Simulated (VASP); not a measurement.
A run of VASP 6.6.1:

The input INCAR:

```
SYSTEM = CoSi2
PREC     = Accurate       ! precision mode
ENCUT    = 520            ! plane-wave cutoff, eV
EDIFF    = 1E-6           ! SCF threshold, eV
ISMEAR   = 0              ! smearing method
SIGMA    = 0.15           ! smearing width, eV
LREAL    = .FALSE.        ! projectors in reciprocal space
LASPH    = .TRUE.         ! aspherical terms in the spheres
NELM     = 150            ! most SCF steps
ALGO     = Normal         ! electronic algorithm
ISIF     = 2              ! what is computed and relaxed
LWAVE    = .FALSE.        ! write WAVECAR
LCHARG   = .TRUE.         ! write CHGCAR
ISPIN    = 2              ! spin polarisation
MAGMOM   = 1.65 0 0       ! initial moments
LORBIT   = 11             ! projections on sites
NUPDOWN  = 1.65           ! fixed moment
LMAXMIX  = 4              ! l up to which the mixer works
GGA      = PS             ! functional
LELF     = .TRUE.         ! ELF
LVHAR    = .TRUE.       
NBANDS   = 20             ! bands
```

File KPOINTS:

```
Automatic mesh
0
G
  14 14 14
  0 0 0
```

File POSCAR:

```
CoSi2
1.0
    0.0000000000      2.5455130630      2.5455130630
    2.5455130630      0.0000000000      2.5455130630
    2.5455130630      2.5455130630      0.0000000000
Co Si
1 2
Direct
    0.0000000000      0.0000000000      0.0000000000
    0.2500000000      0.2500000000      0.2500000000
    0.7500000000      0.7500000000      0.7500000000
```

Potentials or basis: VASP PAW PBE potentials, release 64 (Co, Si).

Launch:

```bash
$ cat potpaw_PBE.64/Co/POTCAR potpaw_PBE.64/Si/POTCAR > POTCAR
$ mpirun -np 1 vasp_std > vasp.out
```

Hardware: 1 thread of Intel(R) Xeon(R) 6975P-C (Granite Rapids), on a shared host.

Q: How long does it take, and how much memory?

A: Wall time 66 s on 1 thread of Intel(R) Xeon(R) 6975P-C (Granite Rapids), with other jobs on the host, peak memory 0.24 GiB. Counts: scf iterations 15, k points 104.
